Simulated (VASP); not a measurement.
# Ti: single point with PBEsol+D3(BJ)

Crystal: Ti.

```
Ti
1.0
     3.99439    0.00000    0.00000
     0.00000    3.99439    0.00000
     0.00000    0.00000    3.99439
Ti
4
Direct
  0.00000 0.00000 0.00000
  0.00000 0.50000 0.50000
  0.50000 0.00000 0.50000
  0.50000 0.50000 0.00000
```

- Program: VASP 6.6.1
- Task: single point
- Functional: PBEsol
- Dispersion: D3(BJ)
- Potentials or basis: VASP PAW PBE potentials, release 64 (Ti_sv)
- Cutoff: 500 eV
- k mesh: 6 × 6 × 6
- Occupations: methfessel-paxton, width 0.05 eV
- Spin: no spin polarisation
- Dipole correction: no
- Further INCAR settings: ALGO = Normal; EDIFF = 1e-06; NBANDS = 32

```
Pressure                   : -1.8 GPa
Band gap on the k mesh     : zero (band 24 reaches 9.97 eV, above the bottom of band 25 at 8.64 eV)
Dispersion energy per atom : -0.654 eV
```

Levels at points of the mesh, in eV from the Fermi level:
```
           k point  band 21  band 22  band 23  band 24  band 25  band 26
(0.00, 0.00, 0.00)    -1.98    -1.98    -1.98     0.91     0.91     0.91
(0.50, 0.00, 0.00)    -0.72    -0.72    -0.42    -0.42    -0.42    -0.42
(0.50, 0.50, 0.00)    -0.39    -0.39    -0.39    -0.39    -0.10    -0.10
(0.50, 0.50, 0.50)     0.77     0.77     0.77     0.77     0.77     0.77
```

It took 44 s on 1 thread of AMD EPYC 7R43 64-Core Processor (Zen 3) (shared host), peak memory 0.15 GiB.

Caveat: three body term missing; the PAW data sets were made with another functional, which shifts forces and pressure a little; pairwise dispersion overbinds metals, which lowers pressure and volume.
